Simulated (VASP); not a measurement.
Cu: relaxation of cell and atoms with LDA

The system is Cu.

```
Cu
1.0
     0.00000    1.80750    1.80750
     1.80750    0.00000    1.80750
     1.80750    1.80750    0.00000
Cu
1
Direct
  0.00000 0.00000 0.00000
```

```json
{"Program": "VASP 6.6.1", "Task": "relaxation of cell and atoms", "Functional": "LDA", "Potentials or basis": "VASP PAW LDA potentials, release 64 (Cu)", "Cutoff": "600 eV", "k mesh": "26 × 26 × 26", "Occupations": "fermi-dirac, width 0.1 eV", "Spin": "no spin polarisation", "Dipole correction": "no", "Further INCAR settings": "ALGO = Normal; EDIFF = 1e-06; IBRION = 2; EDIFFG = -0.002; NSW = 100; ISIF = 3"}
```

```
Relaxed volume                         : 10.94 Å³/atom
Relaxed cell                           : a = 2.492 Å, b = 2.492 Å, c = 2.492 Å, α = 60.00°, β = 60.00°, γ = 60.00°
Space group after relaxing (to 0.05 Å) : Fm-3m (No. 225)
Energy gained by relaxing              : 34.3 meV/atom
Ionic steps                            : 7
Pressure after relaxing                : 0.0 GPa
```

Step by step:
| step | energy change (eV) | largest force (eV/Å) | pressure (GPa) | volume (Å³) |
| --- | --- | --- | --- | --- |
| 1 | 0.0000 | 0.0000 | -11.67 | 11.81 |
| 2 | -0.0175 | 0.0000 | 10.52 | 10.40 |
| 3 | -0.0343 | 0.0000 | -0.08 | 10.94 |
| 4 | -0.0343 | 0.0000 | 0.20 | 10.93 |
| 5 | -0.0343 | 0.0000 | -0.07 | 10.95 |
| 6 | -0.0343 | 0.0000 | -0.06 | 10.94 |
| 7 | -0.0343 | 0.0000 | 0.02 | 10.94 |

Final structure:
```xyz
1
Lattice="0.0000 1.7618 1.7618 1.7618 0.0000 1.7618 1.7618 1.7618 0.0000" Properties=species:S:1:pos:R:3 pbc="T T T"
Cu    0.0000    0.0000    0.0000
```

Levels at points of the mesh, in eV from the Fermi level:
| k point | band 4 | band 5 | band 6 | band 7 | band 8 | band 9 |
| --- | --- | --- | --- | --- | --- | --- |
| (0.00, 0.00, 0.00) | -3.34 | -2.40 | -2.40 | 23.26 | 26.35 | 26.35 |
| (0.50, 0.00, 0.00) | -1.76 | -1.76 | -1.23 | 4.10 | 21.75 | 23.11 |
| (0.50, 0.50, 0.00) | -1.60 | -1.60 | 1.41 | 7.64 | 13.59 | 13.59 |

It took 4 min on 1 thread of AMD EPYC 7R13, on a shared host, peak memory 0.16 GiB.

LDA usually gives volumes a few per cent too small. Zero-point motion and thermal expansion aren't in these numbers.
